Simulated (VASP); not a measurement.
The system is MoS.

```
Mo S
1.0
     0.00000    2.41488    2.41488
     2.41488    0.00000    2.41488
     2.41488    2.41488    0.00000
Mo S
1 1
Direct
  0.00000 0.00000 0.00000
  0.50000 0.50000 0.50000
```

- Program: VASP 6.6.1
- Task: relaxation of cell and atoms
- Functional: PBE
- Potentials or basis: VASP PAW PBE potentials, release 64 (Mo_sv, S)
- Cutoff: 600 eV
- k mesh: 8 × 8 × 8
- Occupations: gaussian, width 0.1 eV
- Spin: collinear spin, ferromagnetic start
- Starting moments: [2.3, 0.0] μB
- Hubbard terms: Mo d U = 4.38 eV

At the start: pressure 45.6 GPa; volume 14.08 Å³/atom.

Problem. Where does the relaxation end?

Solution. Over 4 steps the energy falls by 496.9 meV/atom and the volume is 19.37 Å³/atom (+37.5 %); space group Fm-3m (No. 225, to 0.05 Å); moment 3.71 μB per cell.

The path:
```csv
step,energy change (eV),largest force (eV/Å),pressure (GPa),volume (Å³)
1,0.0000,0.0000,45.61,28.17
2,-0.7102,0.0000,-9.88,47.87
3,-0.9925,0.0000,0.75,38.22
4,-0.9937,0.0000,0.05,38.74
```

Final structure:
```cif
data_structure
_symmetry_space_group_name_H-M 'P 1'
_symmetry_Int_Tables_number 1
_cell_length_a 3.7979
_cell_length_b 3.7979
_cell_length_c 3.7979
_cell_angle_alpha 60.000
_cell_angle_beta 60.000
_cell_angle_gamma 60.000
_cell_volume 38.74
loop_
_atom_site_label
_atom_site_type_symbol
_atom_site_fract_x
_atom_site_fract_y
_atom_site_fract_z
_atom_site_occupancy
Mo1 Mo 0.00000 0.00000 0.00000 1
S1 S 0.50000 0.50000 0.50000 1
```

Caveat: the electronic state changed during the relaxation; the volume moved by over 15 % at a fixed basis, so the end points are rough.
